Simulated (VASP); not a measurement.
# AlN (sol) (P6_3mc) in VASP: further runs

The runs below take AlN (sol) through single point, relaxation of cell and atoms, with PBEsol.

Everything below comes from runs of VASP 6.6.1. Logs are shortened: lines on timing, memory, paths and dates and some standing lists are left out, and cuts for length are marked.

### Step 1. The cell of the first run

It takes space group P6_3mc (No. 186, hexagonal). The conventional cell has a = 3.114 Å, b = 3.114 Å, c = 4.983 Å, α = 90.00°, β = 90.00°, γ = 120.00°. Al (site symmetry 3m) has 4 N at 1.84 to 2.08 Å within 2.4 Å. Within 2.4 Å of N (site symmetry 3m) lie 4 Al at 1.84 to 2.08 Å.

### Step 2. Single point, PBEsol

The input, INCAR:

```
SYSTEM = AlN
PREC = Accurate ; ENCUT = 520
EDIFF = 1E-6 ; ISMEAR = 0
SIGMA = 0.01 ; LREAL = .FALSE.
LASPH = .TRUE. ; NELM = 60
ALGO = Normal ; ISIF = 2
LWAVE = .FALSE. ; LCHARG = .FALSE.
GGA = PS ; NBANDS = 16
```

The input, KPOINTS:

```
regular mesh
0
G
  9 9 6
  0 0 0
```

The input, POSCAR:

```
AlN
1.0
    3.1135756617      0.0000000000      0.0000000000
   -1.5567878308      2.6964356196      0.0000000000
    0.0000000000      0.0000000000      4.9831268447
Al N
2 2
Direct
    0.3333333333      0.6666666667     -0.0177043217
    0.6666666667      0.3333333333      0.4822956783
    0.3333333333      0.6666666667      0.3997043217
    0.6666666667      0.3333333333      0.8997043217
```

Potentials or basis: VASP PAW PBE potentials, release 64 (Al, N).

On the command line:

```sh
$ cat potpaw_PBE.64/Al/POTCAR potpaw_PBE.64/N/POTCAR > POTCAR
$ mpirun -np 1 vasp_std > vasp.out
```

OUTCAR:

```text
SYSTEM = AlN
   PREC = Accurate
   ENCUT = 520
   EDIFF = 1E-6
   ISMEAR = 0
   LREAL = .FALSE.
   LASPH = .TRUE.
   NELM = 60
   ISIF = 2
   GGA = PS

 ion  position               nearest neighbor table
   1  0.333  0.667  0.982-   4 1.84   4 1.84   4 1.84   3 2.08   2 3.07   2 3.07   2 3.07   2 3.07
                             2 3.07   2 3.07
   2  0.667  0.333  0.482-   3 1.84   3 1.84   3 1.84   4 2.08   1 3.07   1 3.07   1 3.07   1 3.07
                             1 3.07   1 3.07
   3  0.333  0.667  0.400-   2 1.84   2 1.84   2 1.84   1 2.08
   4  0.667  0.333  0.900-   1 1.84   1 1.84   1 1.84   2 2.08

  LATTYP: Found a hexagonal cell.
 ALAT       =     3.1135756617
 C/A-ratio  =     1.6004515021

  Lattice vectors:

 A1 = (   3.1135756617,   0.0000000000,   0.0000000000)
 A2 = (  -1.5567878308,   2.6964356196,   0.0000000000)
 A3 = (   0.0000000000,   0.0000000000,   4.9831268447)

Analysis of symmetry for initial positions (statically):
=====================================================================
 Subroutine PRICEL returns:
 Original cell was already a primitive cell.

 Routine SETGRP: Setting up the symmetry group for a
 hexagonal supercell.

 Subroutine GETGRP returns: Found 12 space group operations
 (whereof  6 operations were pure point group operations)
 out of a pool of 24 trial point group operations.

The static configuration has the point symmetry C_3v.
 The point group associated with its full space group is C_6v.

Analysis of symmetry for dynamics (positions and initial velocities):
=====================================================================
 Subroutine PRICEL returns:
 Original cell was already a primitive cell.

 Routine SETGRP: Setting up the symmetry group for a
 hexagonal supercell.

 Subroutine GETGRP returns: Found 12 space group operations
 (whereof  6 operations were pure point group operations)
 out of a pool of 24 trial point group operations.

The dynamic configuration has the point symmetry C_3v.
 The point group associated with its full space group is C_6v.

 Subroutine INISYM returns: Found 12 space group operations
 (whereof  6 operations are pure point group operations),
 and found     1 'primitive' translations

----------------------------------------------------------------------------------------

                                     Primitive cell

  volume of cell :      41.8361

  direct lattice vectors                    reciprocal lattice vectors
     3.113575662  0.000000000  0.000000000     0.321174145  0.185429979  0.000000000
    -1.556787831  2.696435620  0.000000000     0.000000000  0.370859958  0.000000000
     0.000000000  0.000000000  4.983126845     0.000000000  0.000000000  0.200677212

  length of vectors
     3.113575662  3.113575662  4.983126845     0.370859958  0.370859958  0.200677212

  position of ions in fractional coordinates (direct lattice)
     0.333333333  0.666666667  0.982295678
     0.666666667  0.333333333  0.482295678
     0.333333333  0.666666667  0.399704322
     0.666666667  0.333333333  0.899704322

  ion indices of the primitive-cell ions
   primitive index   ion index
                 1           1
                 2           2
                 3           3
                 4           4

----------------------------------------------------------------------------------------

 KPOINTS: regular mesh

Automatic generation of k-mesh.
 Grid dimensions read from file:
 generate k-points for:    9    9    6

 Generating k-lattice:

  Cartesian coordinates                     Fractional coordinates (reciprocal lattice)
     0.035686016  0.020603331  0.000000000     0.111111111  0.000000000  0.000000000
     0.000000000  0.041206662  0.000000000     0.000000000  0.111111111  0.000000000
     0.000000000  0.000000000  0.033446202     0.000000000  0.000000000  0.166666667

  Length of vectors
     0.041206662  0.041206662  0.033446202

  Shift w.r.t. Gamma in fractional coordinates (k-lattice)
     0.000000000  0.000000000  0.000000000

 Subroutine IBZKPT returns following result:
 ===========================================

 Found     48 irreducible k-points:

 Following reciprocal coordinates:
            Coordinates               Weight
  0.000000  0.000000  0.000000      1.000000
  0.111111  0.000000  0.000000      6.000000
  0.222222  0.000000  0.000000      6.000000
  0.333333  0.000000  0.000000      6.000000
  0.444444  0.000000  0.000000      6.000000
  0.111111  0.111111  0.000000      6.000000
[... 16 lines left out ...]
  0.333333  0.222222  0.166667     24.000000
  0.333333  0.333333  0.166667      4.000000
 [... further k-points ...]
   k-points           NKPTS =     48   k-points in BZ     NKDIM =     48   number of bands    NBANDS=     16
   number of dos      NEDOS =    301   number of ions     NIONS =      4
   total plane-waves  NPLWV =  23040
   dimension x,y,z NGX =    24 NGY =   24 NGZ =   40
[... 66 lines left out ...]
 cond. band min:      10.1360058631   @ k =   0.0000   0.0000   0.0000
 fundamental gap:      3.5510609352
 Fermi energy:         6.6917206618

 k-point     1 :       0.0000    0.0000    0.0000
  band No.  band energies     occupation
      1      -9.1232      2.00000
      2      -6.9752      2.00000
      3       0.1900      2.00000
      4       4.9338      2.00000
      5       4.9338      2.00000
      6       5.5859      2.00000
[... 8 lines left out ...]
     15      18.8333      0.00000
     16      18.8333      0.00000

 k-point     2 :       0.1111    0.0000    0.0000
  band No.  band energies     occupation
      1      -8.9646      2.00000
      2      -6.8833      2.00000
      3       0.3787      2.00000
      4       4.2603      2.00000
      5       4.7483      2.00000
      6       4.9399      2.00000
[... 8 lines left out ...]
     15      18.6197      0.00000
     16      19.1043      0.00000

 k-point     3 :       0.2222    0.0000    0.0000
  band No.  band energies     occupation
      1      -8.5141      2.00000
      2      -6.6523      2.00000
      3       0.9284      2.00000
      4       2.8049      2.00000
      5       3.7159      2.00000
      6       4.3633      2.00000
[... 8 lines left out ...]
     15      18.3515      0.00000
     16      18.7336      0.00000

 k-point     4 :       0.3333    0.0000    0.0000
  band No.  band energies     occupation
      1      -7.8635      2.00000
      2      -6.4262      2.00000
      3       1.4003      2.00000
      4       1.7769      2.00000
      5       2.5531      2.00000
      6       4.0030      2.00000
[... 8 lines left out ...]
     15      17.6355      0.00000
     16      20.2164      0.00000

 k-point     5 :       0.4444    0.0000    0.0000
  band No.  band energies     occupation
      1      -7.2450      2.00000
      2      -6.3988      2.00000
      3       0.5674      2.00000
      4       1.8175      2.00000
      5       2.7006      2.00000
      6       3.7952      2.00000
[... 8 lines left out ...]
     15      18.2172      0.00000
     16      20.5716      0.00000

 k-point     6 :       0.1111    0.1111    0.0000
  band No.  band energies     occupation
      1      -8.6595      2.00000
      2      -6.7212      2.00000
      3       0.7483      2.00000
      4       3.4527      2.00000
      5       3.6868      2.00000
      6       4.6987      2.00000
[... 8 lines left out ...]
     15      18.3673      0.00000
     16      19.0236      0.00000
[... 267 lines left out ...]
 k-point    21 :       0.4444    0.1111    0.1667
  band No.  band energies     occupation
      1      -7.0009      2.00000
      2      -6.4512      2.00000
      3       0.4628      2.00000
      4       1.4835      2.00000
      5       3.0701      2.00000
      6       3.7114      2.00000
[... 8 lines left out ...]
     15      18.3217      0.00000
     16      20.9209      0.00000

 k-point    22 :       0.2222    0.2222    0.1667
  band No.  band energies     occupation
      1      -7.4502      2.00000
      2      -6.4351      2.00000
      3       1.4216      2.00000
      4       1.5528      2.00000
      5       3.0274      2.00000
      6       3.2666      2.00000
[... 8 lines left out ...]
     15      17.7803      0.00000
     16      20.8063      0.00000

 k-point    23 :       0.3333    0.2222    0.1667
  band No.  band energies     occupation
      1      -6.9206      2.00000
      2      -6.4206      2.00000
      3       0.9194      2.00000
      4       1.6331      2.00000
      5       2.4492      2.00000
      6       3.6219      2.00000
[... 8 lines left out ...]
     15      18.2230      0.00000
     16      20.7331      0.00000

 k-point    24 :       0.3333    0.3333    0.1667
  band No.  band energies     occupation
      1      -6.5737      2.00000
      2      -6.5737      2.00000
      3       1.1714      2.00000
      4       1.8057      2.00000
      5       1.8057      2.00000
      6       3.1305      2.00000
[... 8 lines left out ...]
     15      18.4011      0.00000
     16      21.1470      0.00000

 [... further k-points ...]
[... 5 lines left out ...]
  --------------------------------------------------------------------------------------
  -------------------------------------------------------------------------------------
  Total        2.0594738      2.0594738     -2.5866393      0.0000000      0.0000000      0.0000000
  in kB       78.8706528     78.8706528    -99.0592504      0.0000000      0.0000000      0.0000000
  external PRESSURE =      19.5606850 kB  Pullay stress =       0.0000000 kB

 VOLUME and BASIS-vectors are now :
 -----------------------------------------------------------------------------
  energy-cutoff  :      520.00
  volume of cell :       41.84
      direct lattice vectors                 reciprocal lattice vectors
     3.113575662  0.000000000  0.000000000     0.321174145  0.185429979  0.000000000
    -1.556787831  2.696435620  0.000000000     0.000000000  0.370859958  0.000000000
     0.000000000  0.000000000  4.983126845     0.000000000  0.000000000  0.200677212

 POSITION                                       TOTAL-FORCE (eV/Angst)
 -----------------------------------------------------------------------------------
     -0.00000      1.79762      4.89490        -0.000000     -0.000000      1.274782
      1.55679      0.89881      2.40334         0.000000     -0.000000      1.274782
     -0.00000      1.79762      1.99178         0.000000     -0.000000     -1.274782
      1.55679      0.89881      4.48334         0.000000      0.000000     -1.274782
 -----------------------------------------------------------------------------------
    total drift:                                0.000000      0.000000      0.000597

  FREE ENERGIE OF THE ION-ELECTRON SYSTEM (eV)
  ---------------------------------------------------
  free  energy   TOTEN  =       -31.0367552031 eV

  energy  without entropy=      -31.0367552031  energy(sigma->0) =      -31.03675520
```

Run time: 15 s. Hardware: 1 thread of AMD EPYC 9R14 (Zen 4), shared host; peak memory 0.14 GiB.

What came out:

```
Free energy            : -31.0368 eV
Pressure               : 2.0 GPa
Largest force          : 1.275 eV/Å
Band gap on the k mesh : 3.55 eV, direct
```

Forces on the atoms (eV/Å):
```
Al   0.000  0.000  1.275
Al   0.000  0.000  1.275
N    0.000  0.000 -1.275
N    0.000  0.000 -1.275
```

Levels at points of the mesh, in eV from the valence-band top:
| k point | band 4 | band 5 | band 6 | band 7 | band 8 | band 9 | band 10 | band 11 | band 12 | band 13 |
| --- | --- | --- | --- | --- | --- | --- | --- | --- | --- | --- |
| (0.00, 0.00, 0.00) | -1.65 | -1.65 | -1.00 | -1.00 | 0.00 | 3.55 | 6.13 | 10.26 | 10.43 | 10.43 |
| (0.00, 0.00, 0.50) | -3.64 | -1.33 | -1.33 | -1.33 | -1.33 | 6.03 | 6.03 | 9.67 | 9.67 | 10.76 |

Caveat: the PAW data sets were made with another functional, which shifts forces and pressure a little. A hybrid or GW would open this gap; PBEsol tends to underestimate it.

### Step 3. Single point, PBEsol

The input, INCAR:

```
SYSTEM = AlN
  PREC = Accurate
  ENCUT = 520
  EDIFF = 1E-7
  ISMEAR = 0
  SIGMA = 0.01
  LREAL = .False.
  LASPH = .True.
  NELM = 100
  ALGO = Normal
  ISIF = 2
  LWAVE = .False.
  LCHARG = .False.
  GGA = PS
  NBANDS = 16
```

The input, KPOINTS:

```
Automatic mesh
0
Gamma
  9 9 6
  0 0 0
```

The input, POSCAR:

```
AlN
1.0
    3.1135756617      0.0000000000      0.0000000000
   -1.5567878308      2.6964356196      0.0000000000
    0.0000000000      0.0000000000      4.9831268447
Al N
2 2
Direct
    0.3333333333      0.6666666667     -0.0265533956
    0.6666666667      0.3333333333      0.4734466044
    0.3333333333      0.6666666667      0.4085533956
    0.6666666667      0.3333333333      0.9085533956
```

Potentials or basis: VASP PAW PBE potentials, release 64 (Al, N).

On the command line:

```sh
$ cat potpaw_PBE.64/Al/POTCAR potpaw_PBE.64/N/POTCAR > POTCAR
$ mpirun -np 1 vasp_std > vasp.out
```

Wall time 17 s (1 thread of AMD EPYC 9R14 (Zen 4), shared host); peak memory 0.14 GiB.

It converged, with:

```yaml
Free_energy: -30.8000 eV
Pressure: 4.0 GPa
Largest_force: 1.361 eV/Å
Band_gap_on_the_k_mesh: 3.27 eV, direct
```

Forces in eV/Å, atoms in the order of the input:
```
Al   0.000  0.000  1.361
Al   0.000  0.000  1.361
N    0.000  0.000 -1.361
N    0.000  0.000 -1.361
```

Stress tensor (GPa, compression positive):
```
 11.69   0.00   0.00
  0.00  11.69   0.00
  0.00   0.00 -11.53
```

Levels at points of the mesh, in eV from the valence-band top:
```tsv
k point	band 4	band 5	band 6	band 7	band 8	band 9	band 10	band 11	band 12	band 13
(0.00, 0.00, 0.00)	-1.98	-1.98	-1.33	-1.33	0.00	3.27	5.95	10.10	10.18	10.18
(0.00, 0.00, 0.50)	-3.77	-1.67	-1.67	-1.67	-1.67	5.87	5.87	9.43	9.43	10.52
```

Caveat: the PAW data sets were made with another functional, which shifts forces and pressure a little.

### Step 4. Single point, PBEsol

Changes to INCAR since step 3:

```diff
@@ -8,3 +8,3 @@
   LASPH = .True.
-  NELM = 100
+  NELM = 60
   ALGO = Normal
```

KPOINTS is that of step 3.

The input, POSCAR:

```
AlN
1.0
    3.1135756617      0.0000000000      0.0000000000
   -1.5567878308      2.6964356196      0.0000000000
    0.0000000000      0.0000000000      4.9831268447
Al N
2 2
Direct
    0.3333333333      0.6666666667     -0.0354024695
    0.6666666667      0.3333333333      0.4645975305
    0.3333333333      0.6666666667      0.4174024695
    0.6666666667      0.3333333333      0.9174024695
```

On the command line:

```sh
$ cat potpaw_PBE.64/Al/POTCAR potpaw_PBE.64/N/POTCAR > POTCAR
$ mpirun -np 1 vasp_std > vasp.out
```

It took 17 s on 1 thread of AMD EPYC 9R14 (Zen 4), shared host; peak memory 0.13 GiB.

It converged, with:

* Free energy: -30.5717 eV
* Pressure: 5.9 GPa
* Largest force: 1.190 eV/Å
* Band gap on the k mesh: 3.01 eV, direct

Forces on the atoms (eV/Å):
```
Al   0.000  0.000  1.190
Al   0.000  0.000  1.190
N    0.000  0.000 -1.190
N    0.000  0.000 -1.190
```

Stress tensor (GPa, compression positive):
```
 14.92   0.00   0.00
  0.00  14.92   0.00
  0.00   0.00 -12.16
```

Levels at points of the mesh, in eV from the valence-band top:
```tsv
k point	band 4	band 5	band 6	band 7	band 8	band 9	band 10	band 11	band 12	band 13
(0.00, 0.00, 0.00)	-2.26	-2.26	-1.61	-1.61	0.00	3.01	5.79	9.95	9.97	9.97
(0.00, 0.00, 0.50)	-3.89	-1.95	-1.95	-1.95	-1.95	5.72	5.72	9.22	9.22	10.31
```

Caveat: the PAW data sets were made with another functional, which shifts forces and pressure a little.

### Step 5. Single point, PBEsol

The input, INCAR:

```
  ALGO = Normal
  EDIFF = 1E-6
  ENCUT = 520
  GGA = PS
  ISIF = 2
  ISMEAR = 0
  LASPH = T
  LCHARG = F
  LREAL = F
  LWAVE = F
  NBANDS = 16
  NELM = 100
  PREC = Accurate
  SIGMA = 0.01
```

The input, KPOINTS:

```
k-points
0
Gamma
  9 9 6
```

The input, POSCAR:

```
AlN
1.0
    3.1135756617      0.0000000000      0.0000000000
   -1.5567878308      2.6964356196      0.0000000000
    0.0000000000      0.0000000000      4.9831268447
Al N
2 2
Direct
    0.3333333333      0.6666666667     -0.0442515434
    0.6666666667      0.3333333333      0.4557484566
    0.3333333333      0.6666666667      0.4262515434
    0.6666666667      0.3333333333      0.9262515434
```

On the command line:

```sh
$ cat potpaw_PBE.64/Al/POTCAR potpaw_PBE.64/N/POTCAR > POTCAR
$ mpirun -np 1 vasp_std > vasp.out
```

Run time: 16 s. Hardware: 1 thread of AMD EPYC 9R14 (Zen 4), shared host; peak memory 0.14 GiB.

It converged, with:

- Free energy: -30.3913 eV
- Pressure: 7.5 GPa
- Largest force: 0.830 eV/Å
- Band gap on the k mesh: 2.80 eV, direct

Forces in eV/Å, atoms in the order of the input:
```
Al   0.000  0.000  0.830
Al   0.000  0.000  0.830
N    0.000  0.000 -0.830
N    0.000  0.000 -0.830
```

Stress tensor (GPa, compression positive):
```
 17.33   0.00   0.00
  0.00  17.33   0.00
  0.00   0.00 -12.29
```

Levels at points of the mesh, in eV from the valence-band top:
| k point | band 5 | band 6 | band 7 | band 8 | band 9 | band 10 | band 11 | band 12 |
| --- | --- | --- | --- | --- | --- | --- | --- | --- |
| (0.00, 0.00, 0.00) | -2.47 | -1.82 | -1.82 | 0.00 | 2.80 | 5.67 | 9.82 | 9.82 |
| (0.00, 0.00, 0.50) | -2.15 | -2.15 | -2.15 | -2.15 | 5.60 | 5.60 | 9.06 | 9.06 |

Caveat: the PAW data sets were made with another functional, which shifts forces and pressure a little.

### Step 6. Relaxation of cell and atoms, PBEsol

The input, INCAR:

```
  PREC = Accurate
  ENCUT = 600
  EDIFF = 1E-7
  ISMEAR = 0
  SIGMA = 0.02
  LREAL = F
  LASPH = T
  NELM = 100
  ALGO = Normal
  ISIF = 3
  LWAVE = F
  LCHARG = F
  GGA = PS
  IBRION = 2
  NSW = 100
  EDIFFG = -0.002
```

The input, KPOINTS:

```
regular mesh
0
Gamma
  9 9 6
```

The input, POSCAR:

```
AlN
1.0
    3.1120000000      0.0000000000      0.0000000000
   -1.5560000000      2.6950710566      0.0000000000
    0.0000000000      0.0000000000      4.9820000000
Al N
2 2
Direct
    0.3333333333      0.6666666667      0.0000000000
    0.6666666667      0.3333333333      0.5000000000
    0.3333333333      0.6666666667      0.3820000000
    0.6666666667      0.3333333333      0.8820000000
```

Potentials or basis: VASP PAW PBE potentials, release 64 (Al, N).

On the command line:

```sh
$ cat potpaw_PBE.64/Al/POTCAR potpaw_PBE.64/N/POTCAR > POTCAR
$ mpirun -np 1 vasp_std > vasp.out
```

Wall time 33 s (1 thread of AMD EPYC 9R14 (Zen 4), shared host); peak memory 0.15 GiB.

It converged, with:

* Free energy: -31.3156 eV
* Relaxed volume: 10.45 Å³/atom
* Relaxed cell: a = 3.113 Å, b = 3.113 Å, c = 4.982 Å, α = 90.00°, β = 90.00°, γ = 120.00°
* Space group after relaxing (to 0.05 Å): P6_3mc (No. 186)
* Energy gained by relaxing: 0.0 meV/atom
* Ionic steps: 3
* Pressure after relaxing: 0.0 GPa
* Band gap on the k mesh: 4.12 eV, direct

Final structure:
```yaml
crystal:
  lattice:
    - [3.11292, 0.00000, 0.00000]
    - [-1.55646, 2.69587, 0.00000]
    - [0.00000, 0.00000, 4.98248]
  atoms:
    - { symbol: Al, position: [0.33333, 0.66667, 0.00002] }
    - { symbol: Al, position: [0.66667, 0.33333, 0.50002] }
    - { symbol: N, position: [0.33333, 0.66667, 0.38199] }
    - { symbol: N, position: [0.66667, 0.33333, 0.88198] }
```

Levels at points of the mesh, in eV from the valence-band top:
| k point | band 5 | band 6 | band 7 | band 8 | band 9 | band 10 | band 11 | band 12 |
| --- | --- | --- | --- | --- | --- | --- | --- | --- |
| (0.00, 0.00, 0.00) | -0.88 | -0.22 | -0.22 | 0.00 | 4.12 | 6.55 | 10.50 | 11.02 |
| (0.00, 0.00, 0.50) | -0.56 | -0.56 | -0.56 | -0.56 | 6.37 | 6.37 | 10.20 | 10.20 |

Caveat: the PAW data sets were made with another functional, which shifts forces and pressure a little.
